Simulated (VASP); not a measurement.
Here is a VASP 6.6.1 calculation.

INCAR

```
SYSTEM = Si7Ge
PREC = Accurate
ENCUT = 520
EDIFF = 1E-6
ISMEAR = 0
SIGMA = 0.03
LREAL = .False.
LASPH = .True.
NELM = 100
ALGO = Normal
ISIF = 2
LWAVE = .False.
LCHARG = .True.
GGA = PS
LELF = .True.
LVHAR = .True.
NBANDS = 31
```

KPOINTS

```
Automatic mesh
0
Gamma
  6 6 6
  0 0 0
```

POSCAR

```
Si7Ge
1.0
    5.5956562302      0.0000000000      0.0000000000
    0.0000000000      5.5956562302      0.0000000000
    0.0000000000      0.0000000000      5.3226973898
Si Ge
7 1
Direct
    0.2525976818      0.2525976818      0.2525976818
    0.0000000000      0.5000000000      0.5000000000
    0.5000000000      0.5000000000      0.0000000000
    0.5000000000      0.0000000000      0.5000000000
    0.7474023182      0.2525976818      0.7474023182
    0.7474023182      0.7474023182      0.2525976818
    0.2525976818      0.7474023182      0.7474023182
    0.0000000000      0.0000000000      0.0000000000
```

Potentials or basis: VASP PAW PBE potentials, release 64 (Si, Ge_d).

Run with:

```bash
$ cat potpaw_PBE.64/Si/POTCAR potpaw_PBE.64/Ge_d/POTCAR > POTCAR
$ mpirun -np 1 vasp_std > vasp.out
```

(1) Predict the largest force.

(2) Estimate the band gap on the k mesh.

(3) What does it give for the pressure?

Answers

(1) 0.013 eV/Å.

(2) zero (filled and empty bands touch).

(3) -2.1 GPa.

Caveat: the cell differs from its parent crystal (strain +0.025 along x and y, -0.025 along z); the PAW data sets were made with another functional, which shifts forces and pressure a little.
